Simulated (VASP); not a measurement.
Set up this calculation in VASP 6.6.1, as the native input.

```
Task                   : single point
Functional             : PBE
Dispersion             : D3(BJ)
Potentials or basis    : VASP PAW PBE potentials, release 64 (B, N)
Cutoff                 : 520 eV
k mesh                 : 12 × 12 × 1
Occupations            : gaussian, width 0.02 eV
Spin                   : no spin polarisation
Dipole correction      : yes
Further INCAR settings : ALGO = Normal; EDIFF = 1e-06; NBANDS = 11
```

The structure of BN lies in POSCAR:

```
BN
1.0
    2.4480000000      0.0000000000      0.0000000000
   -1.2240000000      2.1200301885      0.0000000000
    0.0000000000      0.0000000000     26.0000000000
B N
1 1
Direct
    0.0000000000      0.0000000000      0.5109807692
    0.6666666667      0.3333333333      0.4890192308
```

One way to write it, as run:

INCAR

```
PREC = Accurate ; ENCUT = 520
EDIFF = 1E-6 ; ISMEAR = 0
SIGMA = 0.02 ; LREAL = False
LASPH = True ; NELM = 60
ALGO = Normal ; ISIF = 2
LWAVE = False ; LCHARG = False
LDIPOL = True ; IDIPOL = 3
DIPOL = 0.5 0.5 0.500 ; GGA = PE
IVDW = 12 ; NBANDS = 11
```

KPOINTS

```
regular mesh
0
Gamma
  12 12 1
```

Potentials or basis: VASP PAW PBE potentials, release 64 (B, N).

Command:

```console
$ cat potpaw_PBE.64/B/POTCAR potpaw_PBE.64/N/POTCAR > POTCAR
$ mpirun -np 1 vasp_std > vasp.out
```

It gave:

```json
{
 "Largest force": "8.273 eV/Å",
 "Band gap on the k mesh": "1.00 eV, direct",
 "Dispersion energy per atom": "-0.080 eV"
}
```

It took 42 s on 1 thread of Intel(R) Xeon(R) Platinum 8259CL CPU @ 2.50GHz (Skylake/Cascade Lake) (shared host), peak memory 0.24 GiB.
